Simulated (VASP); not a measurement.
# C (Fd-3m) in VASP: single point with LDA

Aim: the single point of C with LDA.

All numbers are computed with VASP 6.6.1; they aren't measurements. Logs are shortened: lines on timing, memory, paths and dates and some standing lists are left out, and cuts for length are marked.

### Step 1. The cell of the first run

The structure is cubic, space group Fd-3m (No. 227). The conventional cell has a = 3.532 Å, b = 3.532 Å, c = 3.532 Å, α = 90.00°, β = 90.00°, γ = 90.00°. Within 2.0 Å of C (site symmetry -43m) lie 4 C at 1.53 Å.

### Step 2. Single point, LDA

The input, INCAR:

```
PREC = Accurate
ENCUT = 1300
EDIFF = 1E-6
ISMEAR = -1
SIGMA = 0.02
LREAL = F
LASPH = T
NELM = 120
ALGO = Normal
ISIF = 2
LWAVE = F
LCHARG = F
NBANDS = 16
GGA_COMPAT = F
```

The input, KPOINTS:

```
Automatic mesh
0
Gamma
  10 7 10
```

The input, POSCAR:

```
C
1.0
   -1.7658614235      1.7658614235      0.0000000000
    0.0000000000      0.0000000000      3.5317228470
    1.7658614235      1.7658614235      0.0000000000
C
4
Direct
    0.5000000000      0.3750000000      0.2500000000
    0.0000000000      0.8750000000      0.7500000000
    0.0000000000      0.1250000000      0.2500000000
    0.5000000000      0.6250000000      0.7500000000
```

Potentials or basis: VASP PAW LDA potentials, release 64 (C_h).

Command:

```
$ cat potpaw_LDA.64/C_h/POTCAR > POTCAR
$ mpirun -np 1 vasp_std > vasp.out
```

OUTCAR:

```text
PREC = Accurate
   ENCUT = 1300
   EDIFF = 1E-6
   ISMEAR = -1
   LREAL = F
   LASPH = T
   NELM = 120
   ISIF = 2

 ion  position               nearest neighbor table
   1  0.500  0.375  0.250-
   2  0.000  0.875  0.750-
   3  0.000  0.125  0.250-
   4  0.500  0.625  0.750-

  LATTYP: Found a simple tetragonal cell.
 ALAT       =     2.4973051744
 C/A-ratio  =     1.4142135624

  Lattice vectors:

 A1 = (   1.7658614235,  -1.7658614235,   0.0000000000)
 A2 = (   1.7658614235,   1.7658614235,   0.0000000000)
 A3 = (   0.0000000000,   0.0000000000,   3.5317228470)

Analysis of symmetry for initial positions (statically):
=====================================================================
 Subroutine PRICEL returns following result:

  LATTYP: Found a face centered cubic cell.
 ALAT       =     3.5317228470

  Lattice vectors:

 A1 = (   1.7658614235,   0.0000000000,   1.7658614235)
 A2 = (   1.7658614235,   1.7658614235,   0.0000000000)
 A3 = (   0.0000000000,   1.7658614235,   1.7658614235)

   2 primitive cells build up your supercell.

 Routine SETGRP: Setting up the symmetry group for a
 simple tetragonal supercell.

 Subroutine GETGRP returns: Found 16 space group operations
 (whereof  4 operations were pure point group operations)
 out of a pool of 16 trial point group operations.

The static configuration has the point symmetry C_2h.
 The point group associated with its full space group is D_4h.

Analysis of symmetry for dynamics (positions and initial velocities):
=====================================================================
 Subroutine PRICEL returns following result:

  LATTYP: Found a face centered cubic cell.
 ALAT       =     3.5317228470

  Lattice vectors:

 A1 = (   1.7658614235,   0.0000000000,   1.7658614235)
 A2 = (   1.7658614235,   1.7658614235,   0.0000000000)
 A3 = (   0.0000000000,   1.7658614235,   1.7658614235)

   2 primitive cells build up your supercell.

 Routine SETGRP: Setting up the symmetry group for a
 simple tetragonal supercell.

 Subroutine GETGRP returns: Found 16 space group operations
 (whereof  4 operations were pure point group operations)
 out of a pool of 16 trial point group operations.

The dynamic configuration has the point symmetry C_2h.
 The point group associated with its full space group is D_4h.

 Subroutine INISYM returns: Found 16 space group operations
 (whereof  4 operations are pure point group operations),
 and found     2 'primitive' translations

----------------------------------------------------------------------------------------

                                     Primitive cell

  volume of cell :      11.0129

  direct lattice vectors                    reciprocal lattice vectors
     1.765861424  0.000000000  1.765861424     0.283147926 -0.283147926  0.283147926
     1.765861424  1.765861424  0.000000000     0.283147926  0.283147926 -0.283147926
     0.000000000  1.765861424  1.765861424    -0.283147926  0.283147926  0.283147926

  length of vectors
     2.497305174  2.497305174  2.497305174     0.490426594  0.490426594  0.490426594

  position of ions in fractional coordinates (direct lattice)
     0.875000000  0.875000000  0.875000000
     0.125000000  0.125000000  0.125000000

  ion indices of the primitive-cell ions
   primitive index   ion index
                 1           1
                 2           3

----------------------------------------------------------------------------------------

 KPOINTS: Automatic mesh

Automatic generation of k-mesh.
 Grid dimensions read from file:
 generate k-points for:   10    7   10

 Generating k-lattice:

  Cartesian coordinates                     Fractional coordinates (reciprocal lattice)
    -0.028314793  0.028314793  0.000000000     0.100000000  0.000000000  0.000000000
     0.000000000  0.000000000  0.040449704     0.000000000  0.142857143  0.000000000
     0.028314793  0.028314793  0.000000000     0.000000000  0.000000000  0.100000000

  Length of vectors
     0.040043164  0.040449704  0.040043164

  Shift w.r.t. Gamma in fractional coordinates (k-lattice)
     0.000000000  0.000000000  0.000000000

 Subroutine IBZKPT returns following result:
 ===========================================

 Found     84 irreducible k-points:

 Following reciprocal coordinates:
            Coordinates               Weight
  0.000000  0.000000  0.000000      1.000000
  0.100000  0.000000  0.000000      4.000000
  0.200000  0.000000  0.000000      4.000000
  0.300000  0.000000  0.000000      4.000000
  0.400000  0.000000  0.000000      4.000000
  0.500000  0.000000  0.000000      2.000000
[... 16 lines left out ...]
  0.400000  0.428571  0.000000      8.000000
  0.500000  0.428571  0.000000      4.000000
 [... further k-points ...]
   k-points           NKPTS =     84   k-points in BZ     NKDIM =     84   number of bands    NBANDS=     16
   number of dos      NEDOS =    301   number of ions     NIONS =      4
   total plane-waves  NPLWV =  37800
   dimension x,y,z NGX =    30 NGY =   42 NGZ =   30
   dimension x,y,z NGXF=    60 NGYF=   84 NGZF=   60
   ions per type =               4
   NGX,Y,Z   is equivalent  to a cutoff of  19.97, 19.77, 19.97 a.u.
   NGXF,Y,Z  is equivalent  to a cutoff of  39.94, 39.54, 39.94 a.u.
 SYSTEM =  unknown system
   PREC   = accura    normal or accurate (medium, high low for compatibility)
   ISTART =      0    job   : 0-new  1-cont  2-samecut
   ICHARG =      2    charge: 1-file 2-atom 10-const
   ISPIN  =      1    spin polarized calculation?
   LNONCOLLINEAR =      F non collinear calculations
   LSORBIT =      F    spin-orbit coupling
   LASPH  =      T    aspherical Exc in radial PAW
   ENCUT  = 1300.0 eV  95.55 Ry    9.77 a.u.   7.34 10.38  7.34*2*pi/ulx,y,z
   NELM   =    120;   NELMIN=  2; NELMDL= -5     # of ELM steps
   EDIFF  = 0.1E-05   stopping-criterion for ELM
   LREAL  =      F    real-space projection
   EDIFFG = 0.1E-04   stopping-criterion for IOM
   NSW    =      0    number of steps for IOM
   IBRION =     -1    ionic relax: 0-MD 1-quasi-New 2-CG
   NFREE  =      0    steps in history (QN), initial steepest desc. (CG)
   ISIF   =      2    stress and relaxation
   ISYM   =      2    0-nonsym 1-usesym 2-fastsym
   POTIM  = 0.5000    time-step for ionic-motion
   TEBEG  =    0.0;   TEEND  =   0.0 temperature during run
   PSTRESS=    0.0 pullay stress
   NELECT =      16.0000    total number of electrons
   NUPDOWN=      -1.0000    fix difference up-down
   EMIN   =  10.00;   EMAX   =-10.00  energy-range for DOS
   EFERMI =   0.00;   METHOD = LEGACY
   ISMEAR =    -1;   SIGMA  =   0.02  broadening in eV -4-tet -1-fermi 0-gaus
   EFERMI_NEDOS =   21; number of points for ismear=-14 and -15
   IALGO  =     38    algorithm
   IMIX   =      4    mixing-type and parameters
     AMIX     =   0.40;   BMIX     =  1.00
     AMIX_MAG =   1.60;   BMIX_MAG =  1.00
  volume/ion in A,a.u.               =       5.51        37.16
  Fermi-wavevector in a.u.,A,eV,Ry     =   1.471651  2.781017 29.466915  2.165757
  Thomas-Fermi vector in A             =   2.586761
   LORBIT       =      0    0 simple, 1 ext, 2 COOP (PROOUT), +10 PAW based schemes
   GGA     = CA    functional components
   LHFCALC =     F    Hartree Fock is set to
   AEXX    =    0.0000 exact exchange contribution
   IVDW    =     0    specifies the selected vdW correction
   LEPSILON=     F    determine dielectric tensor
   LRPA    =     F    only Hartree local field effects (RPA)
 non-spin polarized calculation
  energy-cutoff  :     1300.00
  volume of cell :       22.03
 maximum number of plane-waves:      2373
 NGX is ok and might be reduce to    30
   NGX = 15   NGY = 21   NGZ = 15

 number of electron      16.0000000 magnetization

 Free energy of the ion-electron system (eV)
  ---------------------------------------------------
  ext. energy  EPLUGINS =         0.00000000
  ---------------------------------------------------
  free energy    TOTEN  =       -40.53491083 eV

  energy without entropy =      -40.53491083  energy(sigma->0) =      -40.53491083

 E-fermi :  11.7216     XC(G=0): -13.7973

 val. band max:       11.3378383942   @ k =   0.0000   0.0000   0.0000
 cond. band min:      15.5102896552   @ k =   0.0000   0.2857   0.0000
 fundamental gap:      4.1724512610
 Fermi energy:        11.7215663669

 k-point     1 :       0.0000    0.0000    0.0000
  band No.  band energies     occupation
      1     -10.3803      2.00000
      2      -1.4839      2.00000
      3      -1.4839      2.00000
      4       4.8651      2.00000
      5       4.8651      2.00000
      6      11.3378      2.00000
[... 8 lines left out ...]
     15      28.4098      0.00000
     16      28.4098      0.00000

 k-point     2 :       0.1000    0.0000    0.0000
  band No.  band energies     occupation
      1     -10.1922      2.00000
      2      -1.4046      2.00000
      3      -1.3173      2.00000
      4       3.9614      2.00000
      5       5.0235      2.00000
      6      10.3551      2.00000
[... 8 lines left out ...]
     15      27.9508      0.00000
     16      28.2016      0.00000

 k-point     3 :       0.2000    0.0000    0.0000
  band No.  band energies     occupation
      1      -9.6299      2.00000
      2      -1.3583      2.00000
      3      -0.8188      2.00000
      4       2.2649      2.00000
      5       5.4884      2.00000
      6       8.3893      2.00000
[... 8 lines left out ...]
     15      26.7229      0.00000
     16      27.6674      0.00000
[... 362 lines left out ...]
 k-point    23 :       0.4000    0.4286    0.0000
  band No.  band energies     occupation
      1      -5.8068      2.00000
      2      -4.6864      2.00000
      3      -1.6188      2.00000
      4      -0.5304      2.00000
      5       7.8605      2.00000
      6       8.0644      2.00000
[... 8 lines left out ...]
     15      26.8934      0.00000
     16      26.9498      0.00000

 k-point    24 :       0.5000    0.4286    0.0000
  band No.  band energies     occupation
      1      -4.5144      2.00000
      2      -4.5144      2.00000
      3      -2.1236      2.00000
      4      -2.1236      2.00000
      5       8.3038      2.00000
      6       8.3038      2.00000
[... 8 lines left out ...]
     15      27.0208      0.00000
     16      27.0208      0.00000

 [... further k-points ...]

------------------------ aborting loop because EDIFF is reached ----------------------------------------

  FORCE on cell =-STRESS in cart. coord.  units (eV):
  Direction    XX          YY          ZZ          XY          YZ          ZX
  --------------------------------------------------------------------------------------
  -------------------------------------------------------------------------------------
  Total        0.1271715      0.1271715      0.1266328      0.0000000      0.0000000      0.0000000
  in kB        9.2506163      9.2506163      9.2114289      0.0000000      0.0000000      0.0000000
  external PRESSURE =       9.2375539 kB  Pullay stress =       0.0000000 kB

 VOLUME and BASIS-vectors are now :
 -----------------------------------------------------------------------------
  energy-cutoff  :     1300.00
  volume of cell :       22.03
      direct lattice vectors                 reciprocal lattice vectors
    -1.765861424  1.765861424  0.000000000    -0.283147926  0.283147926  0.000000000
     0.000000000  0.000000000  3.531722847     0.000000000  0.000000000  0.283147926
     1.765861424  1.765861424  0.000000000     0.283147926  0.283147926  0.000000000

 POSITION                                       TOTAL-FORCE (eV/Angst)
 -----------------------------------------------------------------------------------
     -0.44147      1.32440      1.32440         0.000000      0.000000     -0.000000
      1.32440      1.32440      3.09026        -0.000000     -0.000000     -0.000000
      0.44147      0.44147      0.44147        -0.000000     -0.000000     -0.000000
      0.44147      2.20733      2.20733         0.000000      0.000000      0.000000
 -----------------------------------------------------------------------------------
    total drift:                                0.000000      0.000000      0.000000

  FREE ENERGIE OF THE ION-ELECTRON SYSTEM (eV)
  ---------------------------------------------------
  free  energy   TOTEN  =       -40.5349108257 eV

  energy  without entropy=      -40.5349108257  energy(sigma->0) =      -40.53491083
```

It took 33 s on 1 thread of Intel Xeon 6975P-C (Granite Rapids), shared host; peak memory 0.2 GiB.

Results:

```
Free energy            : -40.5349 eV
Pressure               : 0.9 GPa
Band gap on the k mesh : 4.17 eV
```

Levels at points of the mesh, in eV from the valence-band top:
| k point | band 6 | band 7 | band 8 | band 9 | band 10 | band 11 |
| --- | --- | --- | --- | --- | --- | --- |
| (0.00, 0.00, 0.00) | 0.00 | 0.00 | 0.00 | 4.77 | 4.77 | 5.63 |
| (0.50, 0.00, 0.00) | -7.80 | -3.09 | -3.09 | 8.03 | 8.03 | 10.13 |
| (0.50, 0.00, 0.50) | -6.47 | -6.47 | -6.47 | 4.77 | 4.77 | 4.77 |

A k mesh can miss the band edges.
